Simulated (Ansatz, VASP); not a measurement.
## One calculation of EuO, two programs

```
CELL_PARAMETERS angstrom
0.00000 2.57195 2.57195
2.57195 0.00000 2.57195
5.14390 5.14390 0.00000
ATOMIC_POSITIONS crystal
Eu 0.50000 0.50000 0.25000
Eu 0.50000 0.50000 0.75000
O 0.00000 0.00000 0.00000
O 0.00000 0.00000 0.50000
```

Alike in both runs: task single point; functional LDA; k mesh 6 × 6 × 6; occupations gaussian, width 0.05 eV; collinear spin; Hubbard terms Eu f U = 8.0 eV.

```csv
,VASP,Ansatz
version,VASP 6.6.1,Ansatz 0.2.0
potentials or method,"VASP PAW PBE potentials, release 64 (Eu, O), cutoff 600 eV","scalar-relativistic, plane waves, PAW"
valence electrons in the cell,46,46
```

Ansatz gave:

| Property | Result |
| --- | --- |
| gap on the k mesh at the Fermi level (eV) | 0.17 |
| least direct gap on the mesh (eV) | 0.17 |
| pressure (GPa) | -6.4 |
| net moment per atom (μB) | 1.00 |
| size of the moment on the site where the two differ most (μB) | 2.93 |

Which values does VASP return?

gap on the k mesh at the Fermi level (eV): 0.98; least direct gap on the mesh (eV): 1.08; pressure (GPa): -5.5; net moment per atom (μB): 0.00; size of the moment on the site where the two differ most (μB): 6.75.

The net moments are unlike, so the other rows may belong to different states. VASP's potentials were made for PBE, not for LDA. LDA's correlation is that of Perdew and Zunger in VASP and of Perdew and Wang (1992) in Ansatz. Site moments also hang on the region over which each program counts them. The programs project onto different local orbitals, so the same U acts differently, and such runs can settle in different states. Ansatz's warnings: specified occupation not kept, stability check not made, symmetry narrowed by occupation matrices.

Neither program's run includes spin-orbit coupling.
